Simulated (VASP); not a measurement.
# AlRu (Pm-3m) in VASP: single point with r2SCAN

Aim: the single point of AlRu with r2SCAN.

Program: VASP 6.6.1. These are calculated values, not measurements. Logs are shortened: lines on timing, memory, paths and dates and some standing lists are left out, and cuts for length are marked.

## Step 1: The cell of the first run

Symmetry: Pm-3m, No. 221, cubic system. The conventional cell has a = 2.992 Å, b = 2.992 Å, c = 2.992 Å, α = 90.00°, β = 90.00°, γ = 90.00°. Al (site symmetry m-3m) has 8 Ru at 2.59 Å and 6 Al at 2.99 Å within 3.4 Å. Ru (site symmetry m-3m) has 8 Al at 2.59 Å and 6 Ru at 2.99 Å within 3.4 Å.

## Step 2: Single point, r2SCAN

POSCAR

```
AlRu
1.0
    2.9916000000      0.0000000000      0.0000000000
    0.0000000000      2.9916000000      0.0000000000
    0.0000000000      0.0000000000      2.9916000000
Al Ru
1 1
Direct
    0.0000000000      0.0000000000      0.0000000000
    0.5000000000      0.5000000000      0.5000000000
```

INCAR.step1

```
  ALGO = Normal
  EDIFF = 1E-4
  ENCUT = 520
  GGA = PE
  ISMEAR = 0
  LASPH = True
  LCHARG = False
  LREAL = False
  LWAVE = True
  NBANDS = 16
  NELM = 100
  PREC = Accurate
  SIGMA = 0.15
```

INCAR.step2

```
  ALGO = Normal
  EDIFF = 1E-7
  ENCUT = 520
  ISIF = 2
  ISMEAR = 0
  ISTART = 1
  LASPH = True
  LCHARG = True
  LELF = True
  LMIXTAU = True
  LREAL = False
  LVHAR = True
  LWAVE = False
  METAGGA = R2SCAN
  NBANDS = 16
  NELM = 100
  PREC = Accurate
  SIGMA = 0.15
```

KPOINTS

```
k-points
0
Gamma
  16 16 16
```

Potentials or basis: VASP PAW PBE potentials, release 64 (Al, Ru_pv).

The run is started by

```
> cat potpaw_PBE.64/Al/POTCAR potpaw_PBE.64/Ru_pv/POTCAR > POTCAR
> cp INCAR.step1 INCAR
> mpirun -np 1 vasp_std > vasp.out
> cp INCAR.step2 INCAR
> mpirun -np 1 vasp_std > vasp.out
```

OUTCAR:

```text
EDIFF = 1E-7
   ENCUT = 520
   ISIF = 2
   ISMEAR = 0
   ISTART = 1
   LASPH = True
   LREAL = False
   METAGGA = R2SCAN
   NELM = 100
   PREC = Accurate

 ion  position               nearest neighbor table
   1  0.000  0.000  0.000-   2 2.59   2 2.59   2 2.59   2 2.59   2 2.59   2 2.59   2 2.59   2 2.59

   2  0.500  0.500  0.500-   1 2.59   1 2.59   1 2.59   1 2.59   1 2.59   1 2.59   1 2.59   1 2.59

  LATTYP: Found a simple cubic cell.
 ALAT       =     2.9916000000

  Lattice vectors:

 A1 = (   2.9916000000,   0.0000000000,   0.0000000000)
 A2 = (   0.0000000000,   2.9916000000,   0.0000000000)
 A3 = (   0.0000000000,   0.0000000000,   2.9916000000)

Analysis of symmetry for initial positions (statically):
=====================================================================
 Subroutine PRICEL returns:
 Original cell was already a primitive cell.

 Routine SETGRP: Setting up the symmetry group for a
 simple cubic supercell.

 Subroutine GETGRP returns: Found 48 space group operations
 (whereof 48 operations were pure point group operations)
 out of a pool of 48 trial point group operations.

The static configuration has the point symmetry O_h .

Analysis of symmetry for dynamics (positions and initial velocities):
=====================================================================
 Subroutine PRICEL returns:
 Original cell was already a primitive cell.

 Routine SETGRP: Setting up the symmetry group for a
 simple cubic supercell.

 Subroutine GETGRP returns: Found 48 space group operations
 (whereof 48 operations were pure point group operations)
 out of a pool of 48 trial point group operations.

The dynamic configuration has the point symmetry O_h .

 Subroutine INISYM returns: Found 48 space group operations
 (whereof 48 operations are pure point group operations),
 and found     1 'primitive' translations

----------------------------------------------------------------------------------------

                                     Primitive cell

  volume of cell :      26.7738

  direct lattice vectors                    reciprocal lattice vectors
     2.991600000  0.000000000  0.000000000     0.334269287  0.000000000  0.000000000
     0.000000000  2.991600000  0.000000000     0.000000000  0.334269287  0.000000000
     0.000000000  0.000000000  2.991600000     0.000000000  0.000000000  0.334269287

  length of vectors
     2.991600000  2.991600000  2.991600000     0.334269287  0.334269287  0.334269287

  position of ions in fractional coordinates (direct lattice)
[... 75 lines left out ...]
   LSORBIT =      F    spin-orbit coupling
   LASPH  =      T    aspherical Exc in radial PAW
   ENCUT  =  520.0 eV  38.22 Ry    6.18 a.u.   5.56  5.56  5.56*2*pi/ulx,y,z
   NELM   =    100;   NELMIN=  2; NELMDL=  0     # of ELM steps
   EDIFF  = 0.1E-06   stopping-criterion for ELM
   LREAL  =      F    real-space projection
   EDIFFG = 0.1E-05   stopping-criterion for IOM
   NSW    =      0    number of steps for IOM
   IBRION =     -1    ionic relax: 0-MD 1-quasi-New 2-CG
   NFREE  =      0    steps in history (QN), initial steepest desc. (CG)
   ISIF   =      2    stress and relaxation
   ISYM   =      2    0-nonsym 1-usesym 2-fastsym
   POTIM  = 0.5000    time-step for ionic-motion
   TEBEG  =    0.0;   TEEND  =   0.0 temperature during run
   PSTRESS=    0.0 pullay stress
   NELECT =      17.0000    total number of electrons
   NUPDOWN=      -1.0000    fix difference up-down
   EMIN   =  10.00;   EMAX   =-10.00  energy-range for DOS
   EFERMI =   0.00;   METHOD = LEGACY
   ISMEAR =     0;   SIGMA  =   0.15  broadening in eV -4-tet -1-fermi 0-gaus
   EFERMI_NEDOS =   21; number of points for ismear=-14 and -15
   IALGO  =     38    algorithm
   IMIX   =      4    mixing-type and parameters
     AMIX     =   0.40;   BMIX     =  1.00
     AMIX_MAG =   1.60;   BMIX_MAG =  1.00
  volume/ion in A,a.u.               =      13.39        90.34
  Fermi-wavevector in a.u.,A,eV,Ry     =   1.407087  2.659009 26.938090  1.979894
  Thomas-Fermi vector in A             =   2.529382
   LORBIT       =      0    0 simple, 1 ext, 2 COOP (PROOUT), +10 PAW based schemes
   METAGGA = R2SCAN    functional components
   LHFCALC =     F    Hartree Fock is set to
   AEXX    =    0.0000 exact exchange contribution
   IVDW    =     0    specifies the selected vdW correction
   LEPSILON=     F    determine dielectric tensor
   LRPA    =     F    only Hartree local field effects (RPA)
 non-spin polarized calculation
 Gauss-broadening in eV      SIGMA  =   0.15
  energy-cutoff  :      520.00
  volume of cell :       26.77
 maximum number of plane-waves:       739
 NGX is ok and might be reduce to    24
   NGX = 11   NGY = 11   NGZ = 11

 number of electron      16.9999995 magnetization

 Free energy of the ion-electron system (eV)
  ---------------------------------------------------
  ext. energy  EPLUGINS =         0.00000000
  ---------------------------------------------------
  free energy    TOTEN  =       -33.61791173 eV

  energy without entropy =      -33.60008603  energy(sigma->0) =      -33.60899888

 E-fermi :  10.5809     XC(G=0): -13.6157

 val. band max:       10.5746444890   @ k =   0.0625   0.0625   0.0625
 cond. band min:      10.5913362395   @ k =   0.5000   0.4375   0.1250
 fundamental gap:      0.0166917505
 Fermi energy:        10.5808890707

 k-point     1 :       0.0000    0.0000    0.0000
  band No.  band energies     occupation
      1     -32.5058      2.00000
      2     -32.5058      2.00000
      3     -32.5058      2.00000
      4       0.3951      2.00000
      5       6.8888      2.00000
      6       6.8888      2.00000
[... 433 lines left out ...]
      3     -32.4827      2.00000
      4       4.7472      2.00000
      5       4.8006      2.00000
      6       7.9376      2.00000
[... 8 lines left out ...]
     15      22.9630      0.00000
     16      23.8476      0.00000

 [... further k-points ...]
[... 5 lines left out ...]
  --------------------------------------------------------------------------------------
  -------------------------------------------------------------------------------------
  Total       -0.3055696     -0.3055696     -0.3055696     -0.0000000     -0.0000000     -0.0000000
  in kB      -18.2856395    -18.2856395    -18.2856395     -0.0000000     -0.0000000     -0.0000000
  external PRESSURE =     -18.2856395 kB  Pullay stress =       0.0000000 kB

 VOLUME and BASIS-vectors are now :
 -----------------------------------------------------------------------------
  energy-cutoff  :      520.00
  volume of cell :       26.77
      direct lattice vectors                 reciprocal lattice vectors
     2.991600000  0.000000000  0.000000000     0.334269287  0.000000000  0.000000000
     0.000000000  2.991600000  0.000000000     0.000000000  0.334269287  0.000000000
     0.000000000  0.000000000  2.991600000     0.000000000  0.000000000  0.334269287

 POSITION                                       TOTAL-FORCE (eV/Angst)
 -----------------------------------------------------------------------------------
      0.00000      0.00000      0.00000         0.000000      0.000000      0.000000
      1.49580      1.49580      1.49580         0.000000      0.000000      0.000000
 -----------------------------------------------------------------------------------
    total drift:                                0.000000     -0.000000     -0.000000

  FREE ENERGIE OF THE ION-ELECTRON SYSTEM (eV)
  ---------------------------------------------------
  free  energy   TOTEN  =       -33.6179117309 eV

  energy  without entropy=      -33.6000860283  energy(sigma->0) =      -33.60899888
```

OUTCAR.step1:

```text
EDIFF = 1E-4
   ENCUT = 520
   GGA = PE
   ISMEAR = 0
   LASPH = True
[... 678 lines left out ...]
 -----------------------------------------------------------------------------------
      0.00000      0.00000      0.00000         0.000000      0.000000      0.000000
      1.49580      1.49580      1.49580         0.000000      0.000000      0.000000
 -----------------------------------------------------------------------------------
    total drift:                                0.000000     -0.000000     -0.000000

  FREE ENERGIE OF THE ION-ELECTRON SYSTEM (eV)
  ---------------------------------------------------
  free  energy   TOTEN  =       -14.2644751005 eV

  energy  without entropy=      -14.2454528024  energy(sigma->0) =      -14.25496395
```

Wall time 81 s (1 thread of Intel Xeon 6975P-C (Granite Rapids), shared host); peak memory 0.19 GiB.

Results:

* Free energy: -33.6179 eV
* Pressure: -1.8 GPa

Levels at points of the mesh, in eV from the Fermi level:
| k point | band 5 | band 6 | band 7 | band 8 | band 9 | band 10 | band 11 | band 12 | band 13 | band 14 |
| --- | --- | --- | --- | --- | --- | --- | --- | --- | --- | --- |
| (0.00, 0.00, 0.00) | -3.69 | -3.69 | 0.16 | 0.16 | 0.16 | 6.50 | 6.50 | 6.50 | 10.35 | 11.46 |
| (0.50, 0.00, 0.00) | -5.71 | -2.81 | -1.71 | -1.71 | 0.42 | 2.50 | 7.73 | 10.35 | 11.60 | 11.60 |
| (0.50, 0.50, 0.00) | -3.16 | -1.49 | -1.49 | -1.26 | -1.26 | 1.71 | 5.64 | 6.74 | 10.35 | 11.41 |
| (0.50, 0.50, 0.50) | -4.93 | -4.93 | 1.81 | 1.81 | 3.18 | 4.31 | 4.31 | 4.31 | 8.95 | 8.95 |

Caveat: the PAW data sets were made with another functional, which shifts forces and pressure a little.
